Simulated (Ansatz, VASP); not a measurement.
WS2: VASP beside Ansatz

Contents of POSCAR:

```
WS2
1.0
    1.5383100920      0.9156121090      6.2374696483
   -1.5383100920      0.9156121090      6.2374696483
    0.0000000000     -1.8312242180      6.2374696484
W S
1 2
Direct
    0.0011039904      0.0011039904     -0.0022484270
    0.4169899341      0.4169899341      0.4189203372
    0.2485727422      0.2485727422      0.2499947565
```

The input INCAR.step1:

```
ALGO = Normal
EDIFF = 1E-4
ENCUT = 520
GGA = PE
ISMEAR = 0
LASPH = True
LCHARG = False
LREAL = False
LWAVE = True
NBANDS = 20
NELM = 100
PREC = Accurate
SIGMA = 0.01
```

INCAR.step2

```
ALGO = Normal
EDIFF = 1E-6
ENCUT = 520
ISIF = 2
ISMEAR = 0
ISTART = 1
LASPH = True
LCHARG = False
LMIXTAU = True
LREAL = False
LWAVE = False
METAGGA = R2SCAN
NBANDS = 20
NELM = 100
PREC = Accurate
SIGMA = 0.01
```

The input KPOINTS:

```
k-points
0
Gamma
  10 10 10
```

Input for Ansatz:

```yaml
crystal:
  lattice:
    - [1.538310092, 0.915612109, 6.2374696483]
    - [-1.538310092, 0.915612109, 6.2374696483]
    - [0.0, -1.831224218, 6.2374696484]
  atoms:
    - { symbol: W, position: [0.0011039904, 0.0011039904, -0.002248427] }
    - { symbol: S, position: [0.4169899341, 0.4169899341, 0.4189203372] }
    - { symbol: S, position: [0.2485727422, 0.2485727422, 0.2499947565] }
kpoints:
  mp_grid: { grid: [10, 10, 10] }
  band_path:
    path:
      - [0.0, 0.0, 0.0]
      - [-0.5, -0.5, -0.5]
      - [-0.5, -0.1810319735, -0.8189680265]
      - [-0.1810319735, 0.1810319735, -0.5]
      - [0.0, 0.0, -0.5]
      - [0.0, 0.3405159867, -0.3405159867]
      - [-0.3405159867, 0.0, -0.6594840133]
      - [-0.5, 0.0, -0.5]
      - [-0.1629287761, 0.1629287761, -0.5]
      - [0.177083, -0.177083, 0.0]
    npoints: 1
hamiltonian:
  xc: r2scan
scf:
  occupations: { method: fixed }
  n_extra_bands: 4
output:
  forces: true
  stress: true
  eigenvalues: true
```

Change from the starting cell: uniaxial_x strain -3.0%.

Alike in both runs: task single point; functional r2SCAN; k mesh 10 × 10 × 10; no spin polarisation.

```csv
,VASP,Ansatz
version,VASP 6.6.1,Ansatz 0.2.0
potentials or method,"VASP PAW PBE potentials, release 64 (W_sv, S)","plane waves, PAW"
plane-wave cutoff (eV),520,500
occupations,"gaussian, width 0.01 eV",fixed
valence electrons in the cell,26,26
```

```tsv
	VASP	Ansatz	Ansatz less VASP
gap on the k mesh at the Fermi level (eV)	1.26	1.25	-0.014
pressure (GPa)	5.1	4.9	-0.22
traceless stress, the component that is largest in VASP (GPa)	5.13	5.09	-0.041
rms of the force components (eV/Å)	0.014	0.025	+0.0116
```

VASP's potentials were made for PBE, not for r2SCAN. Atom by atom the forces differ by 0.012 eV/Å (rms over components).

Spin-orbit coupling is off throughout.
